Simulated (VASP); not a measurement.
# C (Cmmm) in VASP: notebook

Runs on C. Level: PBEsol+D3(BJ). Tasks: single point.

Everything below comes from runs of VASP 6.6.1. Logs are shortened: lines on timing, memory, paths and dates and some standing lists are left out, and cuts for length are marked.

### 1 The cell of the first run

Symmetry: Cmmm, No. 65, orthorhombic system. Conventional cell: a = 2.499 Å, b = 4.328 Å, c = 3.588 Å, α = 90.00°, β = 90.00°, γ = 90.00°. C (site symmetry m2m) has 3 C at 1.36 to 1.48 Å within 1.8 Å.

### 2 Single point, PBEsol+D3(BJ)

Contents of INCAR:

```
SYSTEM = C
ALGO = Normal ; EDIFF = 1E-6
ENCUT = 520 ; GGA = PS
ISIF = 2 ; ISMEAR = 0
IVDW = 12 ; LASPH = .True.
LCHARG = .False. ; LREAL = .False.
LWAVE = .False. ; NBANDS = 11
NELM = 60 ; PREC = Accurate
SIGMA = 0.15
```

Contents of KPOINTS:

```
k-points
0
Gamma
  21 21 12
  0 0 0
```

Contents of POSCAR:

```
C
1.0
    2.4987011397      0.0000000000      0.0000000000
   -1.2493505699      2.1639386634      0.0000000000
    0.0000000000      0.0000000000      3.5884245947
C
2
Direct
    0.3427300877      0.6854601753      0.0000000000
    0.6572699123      0.3145398247      0.0000000000
```

Potentials or basis: VASP PAW PBE potentials, release 64 (C).

On the command line:

```
cat potpaw_PBE.64/C/POTCAR > POTCAR
mpirun -np 1 vasp_std > vasp.out
```

OUTCAR:

```text
SYSTEM = C
   EDIFF = 1E-6
   ENCUT = 520
   GGA = PS
   ISIF = 2
   ISMEAR = 0
   IVDW = 12
   LASPH = .True.
   LREAL = .False.
   NELM = 60
   PREC = Accurate
 IVDW          = 12

 ion  position               nearest neighbor table
   1  0.343  0.685  0.000-   2 1.36   2 1.48   2 1.48
   2  0.657  0.315  0.000-   1 1.36   1 1.48   1 1.48

  LATTYP: Found a hexagonal cell.
 ALAT       =     2.4987011397
 C/A-ratio  =     1.4361159635

  Lattice vectors:

 A1 = (   2.4987011397,   0.0000000000,   0.0000000000)
 A2 = (  -1.2493505699,   2.1639386634,   0.0000000000)
 A3 = (   0.0000000000,   0.0000000000,   3.5884245947)

Analysis of symmetry for initial positions (statically):
=====================================================================
 Subroutine PRICEL returns:
 Original cell was already a primitive cell.

 Routine SETGRP: Setting up the symmetry group for a
 hexagonal supercell.

 Subroutine GETGRP returns: Found  8 space group operations
 (whereof  8 operations were pure point group operations)
 out of a pool of 24 trial point group operations.

The static configuration has the point symmetry D_2h.

Analysis of symmetry for dynamics (positions and initial velocities):
=====================================================================
 Subroutine PRICEL returns:
 Original cell was already a primitive cell.

 Routine SETGRP: Setting up the symmetry group for a
 hexagonal supercell.

 Subroutine GETGRP returns: Found  8 space group operations
 (whereof  8 operations were pure point group operations)
 out of a pool of 24 trial point group operations.

The dynamic configuration has the point symmetry D_2h.

 Subroutine INISYM returns: Found  8 space group operations
 (whereof  8 operations are pure point group operations),
 and found     1 'primitive' translations

----------------------------------------------------------------------------------------

                                     Primitive cell

  volume of cell :      19.4027

  direct lattice vectors                    reciprocal lattice vectors
     2.498701140  0.000000000  0.000000000     0.400207926  0.231060154  0.000000000
    -1.249350570  2.163938663  0.000000000     0.000000000  0.462120307  0.000000000
     0.000000000  0.000000000  3.588424595     0.000000000  0.000000000  0.278673823

  length of vectors
     2.498701140  2.498701140  3.588424595     0.462120307  0.462120307  0.278673823

  position of ions in fractional coordinates (direct lattice)
     0.342730088  0.685460175  0.000000000
     0.657269912  0.314539825  0.000000000

  ion indices of the primitive-cell ions
   primitive index   ion index
                 1           1
                 2           2

----------------------------------------------------------------------------------------

 KPOINTS: k-points

Automatic generation of k-mesh.
 Grid dimensions read from file:
 generate k-points for:   21   21   12

 Generating k-lattice:

  Cartesian coordinates                     Fractional coordinates (reciprocal lattice)
     0.019057520  0.011002864  0.000000000     0.047619048  0.000000000  0.000000000
     0.000000000  0.022005729  0.000000000     0.000000000  0.047619048  0.000000000
     0.000000000  0.000000000  0.023222819     0.000000000  0.000000000  0.083333333

  Length of vectors
     0.022005729  0.022005729  0.023222819

  Shift w.r.t. Gamma in fractional coordinates (k-lattice)
     0.000000000  0.000000000  0.000000000

 Subroutine IBZKPT returns following result:
 ===========================================

 Found    847 irreducible k-points:

 Following reciprocal coordinates:
            Coordinates               Weight
  0.000000  0.000000  0.000000      1.000000
  0.047619  0.000000  0.000000      4.000000
  0.000000  0.047619  0.000000      2.000000
  0.095238  0.000000  0.000000      4.000000
  0.000000  0.095238  0.000000      2.000000
  0.142857 -0.000000  0.000000      4.000000
[... 16 lines left out ...]
 -0.095238  0.047619  0.000000      2.000000
  0.095238  0.047619  0.000000      4.000000
 [... further k-points ...]
   k-points           NKPTS =    847   k-points in BZ     NKDIM =    847   number of bands    NBANDS=     11
   number of dos      NEDOS =    301   number of ions     NIONS =      2
   total plane-waves  NPLWV =  11200
   dimension x,y,z NGX =    20 NGY =   20 NGZ =   28
   dimension x,y,z NGXF=    40 NGYF=   40 NGZF=   56
   ions per type =               2
   NGX,Y,Z   is equivalent  to a cutoff of  13.31, 13.31, 12.97 a.u.
   NGXF,Y,Z  is equivalent  to a cutoff of  26.61, 26.61, 25.94 a.u.
 SYSTEM =  C
   PREC   = accura    normal or accurate (medium, high low for compatibility)
   ISTART =      0    job   : 0-new  1-cont  2-samecut
   ICHARG =      2    charge: 1-file 2-atom 10-const
   ISPIN  =      1    spin polarized calculation?
   LNONCOLLINEAR =      F non collinear calculations
   LSORBIT =      F    spin-orbit coupling
   LASPH  =      T    aspherical Exc in radial PAW
   ENCUT  =  520.0 eV  38.22 Ry    6.18 a.u.   4.65  4.65  6.67*2*pi/ulx,y,z
   NELM   =     60;   NELMIN=  2; NELMDL= -5     # of ELM steps
   EDIFF  = 0.1E-05   stopping-criterion for ELM
   LREAL  =      F    real-space projection
   EDIFFG = 0.1E-04   stopping-criterion for IOM
   NSW    =      0    number of steps for IOM
   IBRION =     -1    ionic relax: 0-MD 1-quasi-New 2-CG
   NFREE  =      0    steps in history (QN), initial steepest desc. (CG)
   ISIF   =      2    stress and relaxation
   ISYM   =      2    0-nonsym 1-usesym 2-fastsym
   POTIM  = 0.5000    time-step for ionic-motion
   TEBEG  =    0.0;   TEEND  =   0.0 temperature during run
   PSTRESS=    0.0 pullay stress
   NELECT =       8.0000    total number of electrons
   NUPDOWN=      -1.0000    fix difference up-down
   EMIN   =  10.00;   EMAX   =-10.00  energy-range for DOS
   EFERMI =   0.00;   METHOD = LEGACY
   ISMEAR =     0;   SIGMA  =   0.15  broadening in eV -4-tet -1-fermi 0-gaus
   EFERMI_NEDOS =   21; number of points for ismear=-14 and -15
   IALGO  =     38    algorithm
   IMIX   =      4    mixing-type and parameters
     AMIX     =   0.40;   BMIX     =  1.00
     AMIX_MAG =   1.60;   BMIX_MAG =  1.00
  volume/ion in A,a.u.               =       9.70        65.47
  Fermi-wavevector in a.u.,A,eV,Ry     =   1.218476  2.302587 20.200363  1.484685
  Thomas-Fermi vector in A             =   2.353762
   LORBIT       =      0    0 simple, 1 ext, 2 COOP (PROOUT), +10 PAW based schemes
   GGA     = PS    functional components
   LHFCALC =     F    Hartree Fock is set to
   AEXX    =    0.0000 exact exchange contribution
   IVDW    =    12    specifies the selected vdW correction
   LEPSILON=     F    determine dielectric tensor
   LRPA    =     F    only Hartree local field effects (RPA)
 non-spin polarized calculation
 Gauss-broadening in eV      SIGMA  =   0.15
  energy-cutoff  :      520.00
  volume of cell :       19.40
 maximum number of plane-waves:       536
   NGX =  9   NGY =  9   NGZ = 13

 number of electron       8.0000000 magnetization

 Free energy of the ion-electron system (eV)
  ---------------------------------------------------
  ext. energy  EPLUGINS =         0.00000000
  ---------------------------------------------------
  free energy    TOTEN  =       -19.07479804 eV

  energy without entropy =      -19.07408410  energy(sigma->0) =      -19.07444107

 E-fermi :   3.7585     XC(G=0):  -9.9773

 val. band max:        3.7305133400   @ k =  -0.2381  -0.3810   0.0833
 cond. band min:       3.7672022949   @ k =  -0.2857  -0.3810   0.5000
 fundamental gap:      0.0366889550
 Fermi energy:         3.7584709602

 k-point     1 :       0.0000    0.0000    0.0000
  band No.  band energies     occupation
      1     -15.4459      2.00000
      2      -2.8305      2.00000
      3      -0.3186      2.00000
      4       2.0025      2.00000
      5       7.5649      0.00000
      6      10.3119      0.00000
      7      13.2052      0.00000
      8      14.9901      0.00000
      9      15.6010      0.00000
     10      25.1657      0.00000
     11      26.8364      0.00000

 k-point     2 :       0.0476    0.0000    0.0000
  band No.  band energies     occupation
      1     -15.3932      2.00000
      2      -2.7712      2.00000
      3      -0.4369      2.00000
      4       1.7765      2.00000
      5       7.6284      0.00000
      6      10.3959      0.00000
      7      13.4221      0.00000
      8      14.8298      0.00000
      9      15.6625      0.00000
     10      25.3258      0.00000
     11      26.7261      0.00000

 k-point     3 :       0.0000    0.0476    0.0000
  band No.  band energies     occupation
      1     -15.3939      2.00000
      2      -2.7684      2.00000
      3      -0.4960      2.00000
      4       1.8408      2.00000
      5       7.6303      0.00000
      6      10.5866      0.00000
      7      13.1347      0.00000
      8      14.8000      0.00000
      9      15.7319      0.00000
     10      25.3510      0.00000
     11      26.8226      0.00000

 k-point     4 :       0.0952    0.0000    0.0000
  band No.  band energies     occupation
      1     -15.2352      2.00000
      2      -2.5939      2.00000
      3      -0.7839      2.00000
      4       1.1737      2.00000
      5       7.8205      0.00000
      6      10.5908      0.00000
      7      14.0287      0.00000
      8      14.3652      0.00000
      9      15.8773      0.00000
     10      25.7513      0.00000
     11      26.3592      0.00000
[... 239 lines left out ...]
 k-point    22 :       0.0476    0.0476    0.0000
  band No.  band energies     occupation
      1     -15.2893      2.00000
      2      -2.6473      2.00000
      3      -0.7803      2.00000
      4       1.4827      2.00000
      5       7.7601      0.00000
      6      10.8893      0.00000
      7      13.2902      0.00000
      8      14.4612      0.00000
      9      15.9385      0.00000
     10      25.6695      0.00000
     11      26.6661      0.00000

 k-point    23 :      -0.0952    0.0476    0.0000
  band No.  band energies     occupation
      1     -15.2871      2.00000
      2      -2.6556      2.00000
      3      -0.6107      2.00000
      4       1.3009      2.00000
      5       7.7534      0.00000
      6      10.3962      0.00000
      7      14.0777      0.00000
      8      14.5463      0.00000
      9      15.7207      0.00000
     10      25.5969      0.00000
     11      26.3764      0.00000

 k-point    24 :       0.0952    0.0476    0.0000
  band No.  band energies     occupation
      1     -15.0797      2.00000
      2      -2.4092      2.00000
      3      -1.2657      2.00000
      4       0.8096      2.00000
      5       8.0201      0.00000
      6      11.1566      0.00000
      7      13.8487      0.00000
      8      13.8627      0.00000
      9      16.3462      0.00000
     10      26.1599      0.00000
     11      26.1881      0.00000

 [... further k-points ...]

------------------------ aborting loop because EDIFF is reached ----------------------------------------

 Edisp (eV)   -0.20368

 E8    (eV) :    -0.0989

  FORCE on cell =-STRESS in cart. coord.  units (eV):
  Direction    XX          YY          ZZ          XY          YZ          ZX
  --------------------------------------------------------------------------------------
  -------------------------------------------------------------------------------------
  Total      -2.46035    -0.84782    -0.05678     0.00000     0.00000     0.00000
  in kB    -203.16263   -70.00889    -4.68832     0.00000     0.00000     0.00000
  external pressure =      -92.62 kB  Pullay stress =        0.00 kB

 VOLUME and BASIS-vectors are now :
 -----------------------------------------------------------------------------
  energy-cutoff  :      520.00
  volume of cell :       19.40
      direct lattice vectors                 reciprocal lattice vectors
     2.498701140  0.000000000  0.000000000     0.400207926  0.231060154  0.000000000
    -1.249350570  2.163938663  0.000000000     0.000000000  0.462120307  0.000000000
     0.000000000  0.000000000  3.588424595     0.000000000  0.000000000  0.278673823

 POSITION                                       TOTAL-FORCE (eV/Angst)
 -----------------------------------------------------------------------------------
      0.00000      1.48329      0.00000         0.000000     -4.325937     -0.000000
      1.24935      0.68064      0.00000        -0.000000      4.325937      0.000000
 -----------------------------------------------------------------------------------
    total drift:                                0.000000     -0.000000     -0.000000

  FREE ENERGIE OF THE ION-ELECTRON SYSTEM (eV)
  ---------------------------------------------------
  free  energy   TOTEN  =       -19.2784810736 eV

  energy  without entropy=      -19.2777671342  energy(sigma->0) =      -19.27812410
```

It took 2.2 min on 1 thread of Intel Xeon 6975P-C, shared host; peak memory 0.26 GiB.

What came out:

```
Free energy                : -19.2785 eV
Pressure                   : -9.3 GPa
Largest force              : 4.326 eV/Å
Band gap on the k mesh     : zero (band 4 reaches 3.81 eV, above the bottom of band 5 at 3.64 eV)
Dispersion energy per atom : -0.102 eV
```

Forces on the atoms (eV/Å):
```
C    0.000 -4.326  0.000
C    0.000  4.326  0.000
```

Caveat: the PAW data sets were made with another functional, which shifts forces and pressure a little.

### 3 Single point, PBEsol+D3(BJ)

This run uses another cell than the first one, of 9.94 Å³/atom, 1.025 times its volume.

Contents of INCAR:

```
PREC = Accurate ; ENCUT = 520
EDIFF = 1E-7 ; ISMEAR = 0
SIGMA = 0.15 ; LREAL = False
LASPH = True ; NELM = 60
ALGO = Normal ; ISIF = 2
LWAVE = False ; LCHARG = False
GGA = PS ; IVDW = 12
NBANDS = 11
```

Contents of KPOINTS:

```
Automatic mesh
0
Gamma
  21 21 12
```

Contents of POSCAR:

```
C
1.0
    2.5190997031      0.0000000000      0.0000000000
   -1.2595498516      2.1816043375      0.0000000000
    0.0000000000      0.0000000000      3.6177192973
C
2
Direct
    0.3380317105      0.6760634210      0.0000000000
    0.6619682895      0.3239365790      0.0000000000
```

Potentials or basis: VASP PAW PBE potentials, release 64 (C).

On the command line:

```
cat potpaw_PBE.64/C/POTCAR > POTCAR
mpirun -np 1 vasp_std > vasp.out
```

It took 2.1 min on 1 thread of Intel Xeon 6975P-C, shared host; peak memory 0.26 GiB.

It converged, with:

```yaml
Free_energy: -19.3663 eV
Pressure: -16.8 GPa
Largest_force: 1.971 eV/Å
Band_gap_on_the_k_mesh: zero (band 4 reaches 3.80 eV, above the bottom of band 5 at 3.43 eV)
Dispersion_energy_per_atom: -0.100 eV
```

Forces in eV/Å, atoms in the order of the input:
```
C    0.000 -1.971  0.000
C    0.000  1.971  0.000
```

Stress tensor (GPa, compression positive):
```
-27.34   0.00   0.00
  0.00 -22.41   0.00
  0.00   0.00  -0.52
```

Levels at points of the mesh, in eV from the Fermi level:
| k point | band 1 | band 2 | band 3 | band 4 | band 5 | band 6 | band 7 | band 8 |
| --- | --- | --- | --- | --- | --- | --- | --- | --- |
| (0.00, 0.00, 0.00) | -19.05 | -6.49 | -3.58 | -2.43 | 3.80 | 7.11 | 8.59 | 10.85 |
| (0.00, 0.00, 0.50) | -18.88 | -7.89 | -3.57 | -2.41 | 7.16 | 8.66 | 8.95 | 10.60 |

Caveat: the PAW data sets were made with another functional, which shifts forces and pressure a little.

(Part 1 of 2 ends here.)
